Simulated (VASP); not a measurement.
# Ir (Fm-3m) in VASP: further runs

Runs on Ir. Level: PBE. Tasks: single point.

Everything below comes from runs of VASP 6.6.1. Logs are shortened: lines on timing, memory, paths and dates and some standing lists are left out, and cuts for length are marked.

## Step 1: The cell of the first run

The structure is cubic, space group Fm-3m (No. 225). The conventional cell has a = 3.831 Å, b = 3.831 Å, c = 3.831 Å, α = 90.00°, β = 90.00°, γ = 90.00°. Within 3.6 Å of Ir (site symmetry m-3m) lie 12 Ir at 2.71 Å.

## Step 2: Single point, PBE

Contents of INCAR:

```
PREC     = Accurate       # precision mode
ENCUT    = 520            # plane-wave cutoff, eV
EDIFF    = 1E-6           # SCF threshold, eV
ISMEAR   = -1             # smearing method
SIGMA    = 0.5            # smearing width, eV
LREAL    = False          # projectors in reciprocal space
LASPH    = True           # aspherical terms in the spheres
NELM     = 60             # most SCF steps
ALGO     = Normal         # electronic algorithm
ISIF     = 2              # what is computed and relaxed
LWAVE    = False          # write WAVECAR
LCHARG   = False          # write CHGCAR
GGA      = PE             # functional
NBANDS   = 10             # bands
```

Contents of KPOINTS:

```
regular mesh
0
Gamma
  13 13 13
```

Contents of POSCAR:

```
Ir
1.0
    0.0000000000      1.9156000000      1.9156000000
    1.9156000000      0.0000000000      1.9156000000
    1.9156000000      1.9156000000      0.0000000000
Ir
1
Direct
    0.0000000000      0.0000000000      0.0000000000
```

Potentials or basis: VASP PAW PBE potentials, release 64 (Ir).

On the command line:

```console
$ cat potpaw_PBE.64/Ir/POTCAR > POTCAR
$ mpirun -np 1 vasp_std > vasp.out
```

OUTCAR:

```text
PREC = Accurate
   ENCUT = 520
   EDIFF = 1E-6
   ISMEAR = -1
   LREAL = False
   LASPH = True
   NELM = 60
   ISIF = 2
   GGA = PE

 ion  position               nearest neighbor table
   1  0.000  0.000  0.000-

  LATTYP: Found a face centered cubic cell.
 ALAT       =     3.8312000000

  Lattice vectors:

 A1 = (   0.0000000000,   1.9156000000,   1.9156000000)
 A2 = (   1.9156000000,   0.0000000000,   1.9156000000)
 A3 = (   1.9156000000,   1.9156000000,   0.0000000000)

Analysis of symmetry for initial positions (statically):
=====================================================================
 Subroutine PRICEL returns:
 Original cell was already a primitive cell.

 Routine SETGRP: Setting up the symmetry group for a
 face centered cubic supercell.

 Subroutine GETGRP returns: Found 48 space group operations
 (whereof 48 operations were pure point group operations)
 out of a pool of 48 trial point group operations.

The static configuration has the point symmetry O_h .

Analysis of symmetry for dynamics (positions and initial velocities):
=====================================================================
 Subroutine PRICEL returns:
 Original cell was already a primitive cell.

 Routine SETGRP: Setting up the symmetry group for a
 face centered cubic supercell.

 Subroutine GETGRP returns: Found 48 space group operations
 (whereof 48 operations were pure point group operations)
 out of a pool of 48 trial point group operations.

The dynamic configuration has the point symmetry O_h .

 Subroutine INISYM returns: Found 48 space group operations
 (whereof 48 operations are pure point group operations),
 and found     1 'primitive' translations

----------------------------------------------------------------------------------------

                                     Primitive cell

  volume of cell :      14.0587

  direct lattice vectors                    reciprocal lattice vectors
     0.000000000  1.915600000  1.915600000    -0.261014826  0.261014826  0.261014826
     1.915600000  0.000000000  1.915600000     0.261014826 -0.261014826  0.261014826
     1.915600000  1.915600000  0.000000000     0.261014826  0.261014826 -0.261014826

  length of vectors
     2.709067500  2.709067500  2.709067500     0.452090940  0.452090940  0.452090940

  position of ions in fractional coordinates (direct lattice)
     0.000000000  0.000000000  0.000000000

  ion indices of the primitive-cell ions
   primitive index   ion index
                 1           1

----------------------------------------------------------------------------------------

 KPOINTS: regular mesh

Automatic generation of k-mesh.
 Grid dimensions read from file:
 generate k-points for:   13   13   13

 Generating k-lattice:

  Cartesian coordinates                     Fractional coordinates (reciprocal lattice)
    -0.020078064  0.020078064  0.020078064     0.076923077  0.000000000  0.000000000
     0.020078064 -0.020078064  0.020078064     0.000000000  0.076923077  0.000000000
     0.020078064  0.020078064 -0.020078064     0.000000000  0.000000000  0.076923077

  Length of vectors
     0.034776226  0.034776226  0.034776226

  Shift w.r.t. Gamma in fractional coordinates (k-lattice)
     0.000000000  0.000000000  0.000000000

 Subroutine IBZKPT returns following result:
 ===========================================

 Found     84 irreducible k-points:

 Following reciprocal coordinates:
            Coordinates               Weight
  0.000000  0.000000  0.000000      1.000000
  0.076923  0.000000  0.000000      8.000000
  0.153846  0.000000  0.000000      8.000000
  0.230769  0.000000  0.000000      8.000000
  0.307692  0.000000  0.000000      8.000000
  0.384615  0.000000  0.000000      8.000000
[... 16 lines left out ...]
  0.384615  0.153846  0.000000     24.000000
  0.461538  0.153846  0.000000     24.000000
 [... further k-points ...]
   k-points           NKPTS =     84   k-points in BZ     NKDIM =     84   number of bands    NBANDS=     10
   number of dos      NEDOS =    301   number of ions     NIONS =      1
   total plane-waves  NPLWV =   8000
   dimension x,y,z NGX =    20 NGY =   20 NGZ =   20
   dimension x,y,z NGXF=    40 NGYF=   40 NGZF=   40
   ions per type =               1
   NGX,Y,Z   is equivalent  to a cutoff of  12.27, 12.27, 12.27 a.u.
   NGXF,Y,Z  is equivalent  to a cutoff of  24.55, 24.55, 24.55 a.u.
 SYSTEM =  unknown system
   PREC   = accura    normal or accurate (medium, high low for compatibility)
   ISTART =      0    job   : 0-new  1-cont  2-samecut
   ICHARG =      2    charge: 1-file 2-atom 10-const
   ISPIN  =      1    spin polarized calculation?
   LNONCOLLINEAR =      F non collinear calculations
   LSORBIT =      F    spin-orbit coupling
   LASPH  =      T    aspherical Exc in radial PAW
   ENCUT  =  520.0 eV  38.22 Ry    6.18 a.u.   5.04  5.04  5.04*2*pi/ulx,y,z
   NELM   =     60;   NELMIN=  2; NELMDL= -5     # of ELM steps
   EDIFF  = 0.1E-05   stopping-criterion for ELM
   LREAL  =      F    real-space projection
   EDIFFG = 0.1E-04   stopping-criterion for IOM
   NSW    =      0    number of steps for IOM
   IBRION =     -1    ionic relax: 0-MD 1-quasi-New 2-CG
   NFREE  =      0    steps in history (QN), initial steepest desc. (CG)
   ISIF   =      2    stress and relaxation
   ISYM   =      2    0-nonsym 1-usesym 2-fastsym
   POTIM  = 0.5000    time-step for ionic-motion
   TEBEG  =    0.0;   TEEND  =   0.0 temperature during run
   PSTRESS=    0.0 pullay stress
   NELECT =       9.0000    total number of electrons
   NUPDOWN=      -1.0000    fix difference up-down
   EMIN   =  10.00;   EMAX   =-10.00  energy-range for DOS
   EFERMI =   0.00;   METHOD = LEGACY
   ISMEAR =    -1;   SIGMA  =   0.50  broadening in eV -4-tet -1-fermi 0-gaus
   EFERMI_NEDOS =   21; number of points for ismear=-14 and -15
   IALGO  =     38    algorithm
   IMIX   =      4    mixing-type and parameters
     AMIX     =   0.40;   BMIX     =  1.00
     AMIX_MAG =   1.60;   BMIX_MAG =  1.00
  volume/ion in A,a.u.               =      14.06        94.87
  Fermi-wavevector in a.u.,A,eV,Ry     =   1.410937  2.666284 27.085691  1.990742
  Thomas-Fermi vector in A             =   2.532839
   LORBIT       =      0    0 simple, 1 ext, 2 COOP (PROOUT), +10 PAW based schemes
   GGA     = PE    functional components
   LHFCALC =     F    Hartree Fock is set to
   AEXX    =    0.0000 exact exchange contribution
   IVDW    =     0    specifies the selected vdW correction
   LEPSILON=     F    determine dielectric tensor
   LRPA    =     F    only Hartree local field effects (RPA)
 non-spin polarized calculation
  energy-cutoff  :      520.00
  volume of cell :       14.06
 maximum number of plane-waves:       388
   NGX =  9   NGY =  9   NGZ =  9

 number of electron       9.0000001 magnetization

 Free energy of the ion-electron system (eV)
  ---------------------------------------------------
  ext. energy  EPLUGINS =         0.00000000
  ---------------------------------------------------
  free energy    TOTEN  =        -9.22920223 eV

  energy without entropy =       -8.44159195  energy(sigma->0) =       -8.83539709

 E-fermi :  10.4786     XC(G=0): -14.0206

 val. band max:       10.4784182260   @ k =   0.3077   0.2308   0.0769
 cond. band min:      10.4988316210   @ k =   0.3077   0.1538   0.0000
 fundamental gap:      0.0204133950
 Fermi energy:        10.4786097881

 k-point     1 :       0.0000    0.0000    0.0000
  band No.  band energies     occupation
      1      -0.6705      2.00000
      2       6.6291      1.99909
      3       6.6291      1.99909
      4       6.6291      1.99909
      5       9.3424      1.81315
      6       9.3424      1.81315
      7      24.8326      0.00000
      8      30.4415      0.00000
      9      30.4415      0.00000
     10      30.4415      0.00000

 k-point     2 :       0.0769    0.0000    0.0000
  band No.  band energies     occupation
      1      -0.4069      2.00000
      2       6.4897      1.99931
      3       6.7422      1.99886
      4       6.7422      1.99886
      5       9.2705      1.83610
      6       9.2705      1.83610
      7      25.2872      0.00000
      8      29.1618      0.00000
      9      30.8777      0.00000
     10      30.8777      0.00000

 k-point     3 :       0.1538    0.0000    0.0000
  band No.  band energies     occupation
      1       0.3281      2.00000
      2       6.1880      1.99962
      3       6.9900      1.99814
      4       6.9900      1.99814
      5       9.1774      1.86202
      6       9.1774      1.86202
      7      26.3682      0.00000
      8      27.0896      0.00000
      9      32.1094      0.00000
     10      32.1094      0.00000

 k-point     4 :       0.2308    0.0000    0.0000
  band No.  band energies     occupation
      1       1.3168      2.00000
      2       6.0544      1.99971
      3       7.0948      1.99770
      4       7.0948      1.99770
      5       9.3953      1.79441
      6       9.3953      1.79441
      7      24.8546      0.00000
      8      27.3729      0.00000
      9      33.8743      0.00000
     10      33.8743      0.00000
[... 222 lines left out ...]
 k-point    22 :       0.3077    0.1538    0.0000
  band No.  band energies     occupation
      1       2.3989      2.00000
      2       5.1770      1.99995
      3       6.8455      1.99860
      4       7.8443      1.98975
      5       9.4427      1.77626
      6      10.4988      0.97978
      7      24.9820      0.00000
      8      28.3265      0.00000
      9      30.1690      0.00000
     10      31.4619      0.00000

 k-point    23 :       0.3846    0.1538    0.0000
  band No.  band energies     occupation
      1       2.9908      2.00000
      2       5.6406      1.99987
      3       6.4098      1.99942
      4       7.6634      1.99285
      5      10.9395      0.56917
      6      11.1489      0.41483
      7      22.1456      0.00000
      8      27.0428      0.00000
      9      29.4714      0.00000
     10      31.5879      0.00000

 k-point    24 :       0.4615    0.1538    0.0000
  band No.  band energies     occupation
      1       3.1305      2.00000
      2       5.8656      1.99980
      3       6.9239      1.99837
      4       7.4232      1.99557
      5      11.5428      0.21275
      6      12.7188      0.02240
      7      19.2561      0.00000
      8      26.1340      0.00000
      9      29.0411      0.00000
     10      30.3016      0.00000

 [... further k-points ...]
[... 5 lines left out ...]
  --------------------------------------------------------------------------------------
  -------------------------------------------------------------------------------------
  Total        1.7390864      1.7390864      1.7390864      0.0000000      0.0000000     -0.0000000
  in kB      198.1925252    198.1925252    198.1925252      0.0000000      0.0000000     -0.0000000
  external PRESSURE =     198.1925252 kB  Pullay stress =       0.0000000 kB

 VOLUME and BASIS-vectors are now :
 -----------------------------------------------------------------------------
  energy-cutoff  :      520.00
  volume of cell :       14.06
      direct lattice vectors                 reciprocal lattice vectors
     0.000000000  1.915600000  1.915600000    -0.261014826  0.261014826  0.261014826
     1.915600000  0.000000000  1.915600000     0.261014826 -0.261014826  0.261014826
     1.915600000  1.915600000  0.000000000     0.261014826  0.261014826 -0.261014826

 POSITION                                       TOTAL-FORCE (eV/Angst)
 -----------------------------------------------------------------------------------
      0.00000      0.00000      0.00000         0.000000      0.000000     -0.000000
 -----------------------------------------------------------------------------------
    total drift:                                0.000000     -0.000000     -0.000000

  FREE ENERGIE OF THE ION-ELECTRON SYSTEM (eV)
  ---------------------------------------------------
  free  energy   TOTEN  =        -9.2292022273 eV

  energy  without entropy=       -8.4415919469  energy(sigma->0) =       -8.83539709
```

It took 14 s on 1 thread of Intel Xeon 6975P-C, shared host; peak memory 0.14 GiB.

Results:

| Item | Value |
| --- | --- |
| Free energy | -9.2292 eV |
| Pressure | 19.8 GPa |

Levels at points of the mesh, in eV from the Fermi level:
```
           k point  band 2  band 3  band 4  band 5  band 6  band 7
(0.00, 0.00, 0.00)   -3.85   -3.85   -3.85   -1.14   -1.14   14.35
```

Caveat: spin-orbit coupling is left out, which moves the levels of the heavy elements.

(Part 1 of 2 ends here.)
